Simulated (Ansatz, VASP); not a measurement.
**One calculation of Al2InN3, two programs**

File INCAR:

```
  ALGO = Normal
  EDIFF = 1E-6
  ENCUT = 520
  GGA = PE
  ISIF = 2
  ISMEAR = 0
  LASPH = T
  LCHARG = F
  LREAL = F
  LWAVE = F
  NBANDS = 46
  NELM = 80
  PREC = Accurate
  SIGMA = 0.05
```

File KPOINTS:

```
k-points
0
Gamma
  6 6 6
```

Contents of POSCAR:

```
Al2InN3
1.0
    4.7817996518     -2.7500415468      0.0000000000
    4.7817996518      2.7500415468      0.0000000000
    0.0000000000      0.0000000000      5.1051898028
Al In N
4 2 6
Direct
    0.0084427086      0.3348641725      0.9917411822
    0.6651358275      0.9915572914      0.9917411822
    0.9915572914      0.6651358275      0.4917411822
    0.3348641725      0.0084427086      0.4917411822
    0.3220722962      0.6779277038      0.9869930315
    0.6779277038      0.3220722962      0.4869930315
    0.0367610679      0.3336262977      0.3556963910
    0.6663737023      0.9632389321      0.3556963910
    0.9632389321      0.6663737023      0.8556963910
    0.3336262977      0.0367610679      0.8556963910
    0.2982358752      0.7017641248      0.4061317922
    0.7017641248      0.2982358752      0.9061317922
```

Input for Ansatz:

```yaml
crystal:
  lattice:
    - [4.7817996518, -2.7500415468, 0.0]
    - [4.7817996518, 2.7500415468, 0.0]
    - [0.0, 0.0, 5.1051898028]
  atoms:
    - { symbol: Al, position: [0.0084427086, 0.3348641725, 0.9917411822] }
    - { symbol: Al, position: [0.6651358275, 0.9915572914, 0.9917411822] }
    - { symbol: Al, position: [0.9915572914, 0.6651358275, 0.4917411822] }
    - { symbol: Al, position: [0.3348641725, 0.0084427086, 0.4917411822] }
    - { symbol: In, position: [0.3220722962, 0.6779277038, 0.9869930315] }
    - { symbol: In, position: [0.6779277038, 0.3220722962, 0.4869930315] }
    - { symbol: "N", position: [0.0367610679, 0.3336262977, 0.355696391] }
    - { symbol: "N", position: [0.6663737023, 0.9632389321, 0.355696391] }
    - { symbol: "N", position: [0.9632389321, 0.6663737023, 0.855696391] }
    - { symbol: "N", position: [0.3336262977, 0.0367610679, 0.855696391] }
    - { symbol: "N", position: [0.2982358752, 0.7017641248, 0.4061317922] }
    - { symbol: "N", position: [0.7017641248, 0.2982358752, 0.9061317922] }
basis:
  ecutwfc: 520.0
kpoints:
  mp_grid: { grid: [6, 6, 6] }
hamiltonian:
  xc: pbe
  pseudopotentials: { kind: paw, azcp: { folder: soft_1 } }
scf:
  occupations: { method: gaussian, width: 0.05 }
output:
  forces: true
  stress: true
  eigenvalues: true
```

Change from the starting cell: volume 11.189 Å^3 an atom, stretch along b over the lengths across it, relative to the relaxed cell 1.0000.

Alike in both runs: task single point; functional PBE; k mesh 6 × 6 × 6; occupations gaussian, width 0.05 eV; no spin polarisation.

|  | VASP | Ansatz |
| --- | --- | --- |
| version | VASP 6.6.1 | Ansatz 0.2.0 |
| potentials or method | VASP PAW PBE potentials, release 64 (Al, In_d, N), cutoff 520 eV | scalar-relativistic, plane waves, PAW |
| valence electrons in the cell | 68 | 68 |

Ansatz gave:

* gap on the k mesh at the Fermi level (eV): 2.64
* least direct gap on the mesh (eV): 2.64
* pressure (GPa): 16.7
* traceless stress, the component that is largest in VASP (GPa): -0.36
* rms of the force components (eV/Å): 0.030

What did VASP give for the same quantities?

gap on the k mesh at the Fermi level (eV): 2.64; least direct gap on the mesh (eV): 2.64; pressure (GPa): 16.7; traceless stress, the component that is largest in VASP (GPa): -0.36; rms of the force components (eV/Å): 0.037.

Atom by atom the forces differ by 0.009 eV/Å (rms over components).
